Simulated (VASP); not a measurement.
# Li (P6/mmm) in VASP: further runs

Runs on Li. Level: PBE. Tasks: single point.

Everything below comes from runs of VASP 6.6.1. Logs are shortened: lines on timing, memory, paths and dates and some standing lists are left out, and cuts for length are marked.

## Step 1: The cell of the first run

The structure is hexagonal, space group P6/mmm (No. 191). Conventional cell: a = 4.795 Å, b = 4.795 Å, c = 2.807 Å, α = 90.00°, β = 90.00°, γ = 120.00°. Within 3.7 Å of Li (site symmetry 6/mmm) lie 14 Li at 2.81 to 3.10 Å. Within 3.6 Å of Li (site symmetry -6m2) lie 11 Li at 2.77 to 3.10 Å.

This isn't the form of Li at room conditions, which is bcc.

## Step 2: Single point, PBE (18.63 Å³/atom)

INCAR reads:

```
SYSTEM = Li
  ALGO = Normal
  EDIFF = 1E-7
  ENCUT = 520
  GGA = PE
  ISIF = 2
  ISMEAR = -1
  LASPH = .True.
  LCHARG = .False.
  LREAL = .False.
  LWAVE = .False.
  NBANDS = 12
  NELM = 60
  PREC = Accurate
  SIGMA = 0.1
```

KPOINTS reads:

```
k-points
0
Gamma
  8 8 12
  0 0 0
```

POSCAR reads:

```
Li
1.0
    4.7950559583      0.0000000000      0.0000000000
   -2.3975279791      4.1526402725      0.0000000000
    0.0000000000      0.0000000000      2.8065940253
Li
3
Direct
    1.0000000000      0.0000000000      1.0000000000
    0.3333333333      0.6666666667      0.5000000000
    0.6666666667      0.3333333333      0.5000000000
```

Potentials or basis: VASP PAW PBE potentials, release 64 (Li_sv).

Command:

```sh
> cat potpaw_PBE.64/Li_sv/POTCAR > POTCAR
> mpirun -np 1 vasp_std > vasp.out
```

OUTCAR:

```text
SYSTEM = Li
   EDIFF = 1E-7
   ENCUT = 520
   GGA = PE
   ISIF = 2
   ISMEAR = -1
   LASPH = .True.
   LREAL = .False.
   NELM = 60
   PREC = Accurate

 ion  position               nearest neighbor table
   1  0.000  0.000  0.000-
   2  0.333  0.667  0.500-
   3  0.667  0.333  0.500-

  LATTYP: Found a hexagonal cell.
 ALAT       =     4.7950559583
 C/A-ratio  =     0.5853099630

  Lattice vectors:

 A1 = (   4.7950559583,   0.0000000000,   0.0000000000)
 A2 = (  -2.3975279791,   4.1526402725,   0.0000000000)
 A3 = (   0.0000000000,   0.0000000000,   2.8065940253)

Analysis of symmetry for initial positions (statically):
=====================================================================
 Subroutine PRICEL returns:
 Original cell was already a primitive cell.

 Routine SETGRP: Setting up the symmetry group for a
 hexagonal supercell.

 Subroutine GETGRP returns: Found 24 space group operations
 (whereof 24 operations were pure point group operations)
 out of a pool of 24 trial point group operations.

The static configuration has the point symmetry D_6h.

Analysis of symmetry for dynamics (positions and initial velocities):
=====================================================================
 Subroutine PRICEL returns:
 Original cell was already a primitive cell.

 Routine SETGRP: Setting up the symmetry group for a
 hexagonal supercell.

 Subroutine GETGRP returns: Found 24 space group operations
 (whereof 24 operations were pure point group operations)
 out of a pool of 24 trial point group operations.

The dynamic configuration has the point symmetry D_6h.

 Subroutine INISYM returns: Found 24 space group operations
 (whereof 24 operations are pure point group operations),
 and found     1 'primitive' translations

----------------------------------------------------------------------------------------

                                     Primitive cell

  volume of cell :      55.8853

  direct lattice vectors                    reciprocal lattice vectors
     4.795055958  0.000000000  0.000000000     0.208548140  0.120405325  0.000000000
    -2.397527979  4.152640273  0.000000000     0.000000000  0.240810649  0.000000000
     0.000000000  0.000000000  2.806594025     0.000000000  0.000000000  0.356303759

  length of vectors
     4.795055958  4.795055958  2.806594025     0.240810649  0.240810649  0.356303759

  position of ions in fractional coordinates (direct lattice)
     0.000000000  0.000000000  0.000000000
     0.333333333  0.666666667  0.500000000
     0.666666667  0.333333333  0.500000000

  ion indices of the primitive-cell ions
   primitive index   ion index
                 1           1
                 2           2
                 3           3

----------------------------------------------------------------------------------------

 KPOINTS: k-points

Automatic generation of k-mesh.
 Grid dimensions read from file:
 generate k-points for:    8    8   12

 Generating k-lattice:

  Cartesian coordinates                     Fractional coordinates (reciprocal lattice)
     0.026068517  0.015050666  0.000000000     0.125000000  0.000000000  0.000000000
     0.000000000  0.030101331  0.000000000     0.000000000  0.125000000  0.000000000
     0.000000000  0.000000000  0.029691980     0.000000000  0.000000000  0.083333333

  Length of vectors
     0.030101331  0.030101331  0.029691980

  Shift w.r.t. Gamma in fractional coordinates (k-lattice)
     0.000000000  0.000000000  0.000000000

 Subroutine IBZKPT returns following result:
 ===========================================

 Found     70 irreducible k-points:

 Following reciprocal coordinates:
            Coordinates               Weight
  0.000000  0.000000  0.000000      1.000000
  0.125000  0.000000  0.000000      6.000000
  0.250000  0.000000  0.000000      6.000000
  0.375000  0.000000  0.000000      6.000000
  0.500000  0.000000  0.000000      3.000000
  0.125000  0.125000  0.000000      6.000000
[... 16 lines left out ...]
  0.250000  0.000000  0.166667     12.000000
  0.375000  0.000000  0.166667     12.000000
 [... further k-points ...]
   k-points           NKPTS =     70   k-points in BZ     NKDIM =     70   number of bands    NBANDS=     12
   number of dos      NEDOS =    301   number of ions     NIONS =      3
   total plane-waves  NPLWV =  31104
   dimension x,y,z NGX =    36 NGY =   36 NGZ =   24
   dimension x,y,z NGXF=    72 NGYF=   72 NGZF=   48
   ions per type =               3
   NGX,Y,Z   is equivalent  to a cutoff of  12.48, 12.48, 14.22 a.u.
   NGXF,Y,Z  is equivalent  to a cutoff of  24.96, 24.96, 28.43 a.u.
 SYSTEM =  Li
   PREC   = accura    normal or accurate (medium, high low for compatibility)
   ISTART =      0    job   : 0-new  1-cont  2-samecut
   ICHARG =      2    charge: 1-file 2-atom 10-const
   ISPIN  =      1    spin polarized calculation?
   LNONCOLLINEAR =      F non collinear calculations
   LSORBIT =      F    spin-orbit coupling
   LASPH  =      T    aspherical Exc in radial PAW
   ENCUT  =  520.0 eV  38.22 Ry    6.18 a.u.   8.92  8.92  5.22*2*pi/ulx,y,z
   NELM   =     60;   NELMIN=  2; NELMDL= -5     # of ELM steps
   EDIFF  = 0.1E-06   stopping-criterion for ELM
   LREAL  =      F    real-space projection
   EDIFFG = 0.1E-05   stopping-criterion for IOM
   NSW    =      0    number of steps for IOM
   IBRION =     -1    ionic relax: 0-MD 1-quasi-New 2-CG
   NFREE  =      0    steps in history (QN), initial steepest desc. (CG)
   ISIF   =      2    stress and relaxation
   ISYM   =      2    0-nonsym 1-usesym 2-fastsym
   POTIM  = 0.5000    time-step for ionic-motion
   TEBEG  =    0.0;   TEEND  =   0.0 temperature during run
   PSTRESS=    0.0 pullay stress
   NELECT =       9.0000    total number of electrons
   NUPDOWN=      -1.0000    fix difference up-down
   EMIN   =  10.00;   EMAX   =-10.00  energy-range for DOS
   EFERMI =   0.00;   METHOD = LEGACY
   ISMEAR =    -1;   SIGMA  =   0.10  broadening in eV -4-tet -1-fermi 0-gaus
   EFERMI_NEDOS =   21; number of points for ismear=-14 and -15
   IALGO  =     38    algorithm
   IMIX   =      4    mixing-type and parameters
     AMIX     =   0.40;   BMIX     =  1.00
     AMIX_MAG =   1.60;   BMIX_MAG =  1.00
  volume/ion in A,a.u.               =      18.63       125.71
  Fermi-wavevector in a.u.,A,eV,Ry     =   0.890683  1.683147 10.793721  0.793316
  Thomas-Fermi vector in A             =   2.012405
   LORBIT       =      0    0 simple, 1 ext, 2 COOP (PROOUT), +10 PAW based schemes
   GGA     = PE    functional components
   LHFCALC =     F    Hartree Fock is set to
   AEXX    =    0.0000 exact exchange contribution
   IVDW    =     0    specifies the selected vdW correction
   LEPSILON=     F    determine dielectric tensor
   LRPA    =     F    only Hartree local field effects (RPA)
 non-spin polarized calculation
  energy-cutoff  :      520.00
  volume of cell :       55.89
 maximum number of plane-waves:      1520
 NGX is ok and might be reduce to    36
   NGX = 17   NGY = 17   NGZ = 11

 number of electron       9.0000040 magnetization

 Free energy of the ion-electron system (eV)
  ---------------------------------------------------
  ext. energy  EPLUGINS =         0.00000000
  ---------------------------------------------------
  free energy    TOTEN  =        -5.68070107 eV

  energy without entropy =       -5.63343031  energy(sigma->0) =       -5.65706569

 E-fermi :   0.8700     XC(G=0):  -7.2529

 val. band max:        0.8334699475   @ k =   0.2500   0.0000   0.0833
 cond. band min:       0.9047838821   @ k =   0.2500   0.2500   0.2500
 fundamental gap:      0.0713139347
 Fermi energy:         0.8700455052

 k-point     1 :       0.0000    0.0000    0.0000
  band No.  band energies     occupation
      1     -45.5804      2.00000
      2     -45.5519      2.00000
      3     -45.4516      2.00000
      4      -2.7952      2.00000
      5       3.0568      0.00000
      6       3.0569      0.00000
      7       3.1126      0.00000
      8       3.1126      0.00000
      9       7.2039      0.00000
     10       7.4164      0.00000
     11      11.6540      0.00000
     12      16.0770      0.00000

 k-point     2 :       0.1250    0.0000    0.0000
  band No.  band energies     occupation
      1     -45.5793      2.00000
      2     -45.5529      2.00000
      3     -45.4517      2.00000
      4      -2.6969      2.00000
      5       1.9102      0.00006
      6       2.1470      0.00001
      7       3.9132      0.00000
      8       4.2870      0.00000
      9       7.5829      0.00000
     10       7.7795      0.00000
     11      11.7794      0.00000
     12      15.2403      0.00000

 k-point     3 :       0.2500    0.0000    0.0000
  band No.  band energies     occupation
      1     -45.5764      2.00000
      2     -45.5555      2.00000
      3     -45.4520      2.00000
      4      -2.4018      2.00000
      5       0.7213      1.63136
      6       1.4766      0.00463
      7       4.2103      0.00000
      8       5.7493      0.00000
      9       8.3608      0.00000
     10       9.0547      0.00000
     11      12.1533      0.00000
     12      13.7616      0.00000

 k-point     4 :       0.3750    0.0000    0.0000
  band No.  band energies     occupation
      1     -45.5726      2.00000
      2     -45.5590      2.00000
      3     -45.4522      2.00000
      4      -1.9098      2.00000
      5      -0.3382      1.99999
      6       1.0738      0.23059
      7       4.2484      0.00000
      8       7.4649      0.00000
      9       9.3992      0.00000
     10      10.8128      0.00000
     11      11.5637      0.00000
     12      12.1583      0.00000

 k-point     5 :       0.5000    0.0000    0.0000
  band No.  band energies     occupation
      1     -45.5703      2.00000
      2     -45.5613      2.00000
      3     -45.4524      2.00000
      4      -1.2347      2.00000
      5      -1.2065      2.00000
      6       0.9395      0.66599
      7       4.2427      0.00000
      8       9.3785      0.00000
      9       9.4565      0.00000
     10      10.6603      0.00000
     11      10.6968      0.00000
     12      11.9536      0.00000
[... 228 lines left out ...]
      1     -45.5761      2.00000
      2     -45.5484      2.00000
      3     -45.4479      2.00000
      4      -2.4119      2.00000
      5       3.5636      0.00000
      6       3.5637      0.00000
      7       3.6342      0.00000
      8       3.6343      0.00000
      9       6.0733      0.00000
     10       7.2107      0.00000
     11      10.1465      0.00000
     12      15.0935      0.00000

 k-point    22 :       0.1250    0.0000    0.1667
  band No.  band energies     occupation
      1     -45.5751      2.00000
      2     -45.5492      2.00000
      3     -45.4480      2.00000
      4      -2.3125      2.00000
      5       2.3901      0.00000
      6       2.6633      0.00000
      7       4.3122      0.00000
      8       4.7974      0.00000
      9       6.5519      0.00000
     10       7.5652      0.00000
     11      10.2213      0.00000
     12      14.2341      0.00000

 k-point    23 :       0.2500    0.0000    0.1667
  band No.  band energies     occupation
      1     -45.5723      2.00000
      2     -45.5518      2.00000
      3     -45.4482      2.00000
      4      -2.0142      2.00000
      5       1.1638      0.10068
      6       1.9942      0.00003
      7       4.4226      0.00000
      8       6.2523      0.00000
      9       7.5307      0.00000
     10       8.6290      0.00000
     11      10.4415      0.00000
     12      13.0966      0.00000

 k-point    24 :       0.3750    0.0000    0.1667
  band No.  band energies     occupation
      1     -45.5686      2.00000
      2     -45.5552      2.00000
      3     -45.4484      2.00000
      4      -1.5159      2.00000
      5       0.0806      1.99925
      6       1.5922      0.00146
      7       4.3801      0.00000
      8       7.9520      0.00000
      9       8.5282      0.00000
     10       9.8620      0.00000
     11      10.6524      0.00000
     12      11.8940      0.00000

 [... further k-points ...]

------------------------ aborting loop because EDIFF is reached ----------------------------------------

  FORCE on cell =-STRESS in cart. coord.  units (eV):
  Direction    XX          YY          ZZ          XY          YZ          ZX
  --------------------------------------------------------------------------------------
  -------------------------------------------------------------------------------------
  Total        0.4293782      0.4293782      0.4647580      0.0000000     -0.0000000      0.0000000
  in kB       12.3098554     12.3098554     13.3241597      0.0000000     -0.0000000      0.0000000
  external PRESSURE =      12.6479568 kB  Pullay stress =       0.0000000 kB

 VOLUME and BASIS-vectors are now :
 -----------------------------------------------------------------------------
  energy-cutoff  :      520.00
  volume of cell :       55.89
      direct lattice vectors                 reciprocal lattice vectors
     4.795055958  0.000000000  0.000000000     0.208548140  0.120405325  0.000000000
    -2.397527979  4.152640273  0.000000000     0.000000000  0.240810649  0.000000000
     0.000000000  0.000000000  2.806594025     0.000000000  0.000000000  0.356303759

 POSITION                                       TOTAL-FORCE (eV/Angst)
 -----------------------------------------------------------------------------------
      0.00000      0.00000      0.00000         0.000000      0.000000      0.000000
     -0.00000      2.76843      1.40330        -0.000000     -0.000000     -0.000000
      2.39753      1.38421      1.40330         0.000000      0.000000      0.000000
 -----------------------------------------------------------------------------------
    total drift:                                0.000000      0.000000     -0.000000

  FREE ENERGIE OF THE ION-ELECTRON SYSTEM (eV)
  ---------------------------------------------------
  free  energy   TOTEN  =        -5.6807010662 eV

  energy  without entropy=       -5.6334303144  energy(sigma->0) =       -5.65706569
```

Run time: 28 s. Hardware: 1 thread of Intel Xeon Platinum 8488C (Sapphire Rapids), shared host; peak memory 0.18 GiB.

Results:

```yaml
Free_energy: -5.6807 eV
Band_gap_on_the_k_mesh: zero (an odd number of electrons rules out a gap without spin polarisation)
```

Levels at points of the mesh, in eV from the Fermi level:
| k point | band 2 | band 3 | band 4 | band 5 | band 6 | band 7 |
| --- | --- | --- | --- | --- | --- | --- |
| (0.00, 0.00, 0.00) | -46.42 | -46.32 | -3.67 | 2.19 | 2.19 | 2.24 |
| (0.50, 0.00, 0.00) | -46.43 | -46.32 | -2.10 | -2.08 | 0.07 | 3.37 |
| (0.00, 0.00, 0.50) | -46.41 | -46.31 | -0.55 | 0.19 | 5.72 | 5.78 |
| (0.50, 0.00, 0.50) | -46.42 | -46.31 | 0.60 | 0.75 | 2.09 | 3.29 |

Caveat: the cutoff is under 1.25 times the usual one of these potentials, so pressure, stress and relaxed cells hold a basis-set (Pulay) error.

## Step 3: Single point, PBE (19.44 Å³/atom)

This run uses another cell than the first one, of 19.44 Å³/atom.

INCAR reads:

```
ALGO = Normal
EDIFF = 1E-7
ENCUT = 520
GGA = PE
ISIF = 2
ISMEAR = -1
LASPH = True
LCHARG = True
LELF = True
LREAL = False
LVHAR = True
LWAVE = False
NBANDS = 12
NELM = 60
PREC = Accurate
SIGMA = 0.1
```

KPOINTS reads:

```
k-points
0
Gamma
  8 8 12
```

POSCAR reads:

```
Li
1.0
    4.8635660138      0.0000000000      0.0000000000
   -2.4317830069      4.2119717210      0.0000000000
    0.0000000000      0.0000000000      2.8466936434
Li
3
Direct
    1.0000000000      0.0000000000      1.0000000000
    0.3333333333      0.6666666667      0.5000000000
    0.6666666667      0.3333333333      0.5000000000
```

Potentials or basis: VASP PAW PBE potentials, release 64 (Li_sv).

Command:

```sh
> cat potpaw_PBE.64/Li_sv/POTCAR > POTCAR
> mpirun -np 1 vasp_std > vasp.out
```

It took 34 s on 1 thread of Intel Xeon Platinum 8488C (Sapphire Rapids), shared host; peak memory 0.18 GiB.

It converged, with:

| Property | Result |
| --- | --- |
| Free energy | -5.6962 eV |
| Band gap on the k mesh | zero (an odd number of electrons rules out a gap without spin polarisation) |

Levels at points of the mesh, in eV from the Fermi level:
| k point | band 2 | band 3 | band 4 | band 5 | band 6 | band 7 |
| --- | --- | --- | --- | --- | --- | --- |
| (0.00, 0.00, 0.00) | -46.49 | -46.40 | -3.61 | 2.14 | 2.14 | 2.20 |
| (0.50, 0.00, 0.00) | -46.50 | -46.40 | -2.07 | -2.05 | 0.09 | 3.23 |
| (0.00, 0.00, 0.50) | -46.48 | -46.38 | -0.53 | 0.16 | 5.57 | 5.62 |
| (0.50, 0.00, 0.50) | -46.49 | -46.38 | 0.60 | 0.74 | 2.03 | 3.15 |

Caveat: the cutoff is under 1.25 times the usual one of these potentials, so pressure, stress and relaxed cells hold a basis-set (Pulay) error.

The gap in the log of VASP goes by the Fermi energy; the results here count the filled bands.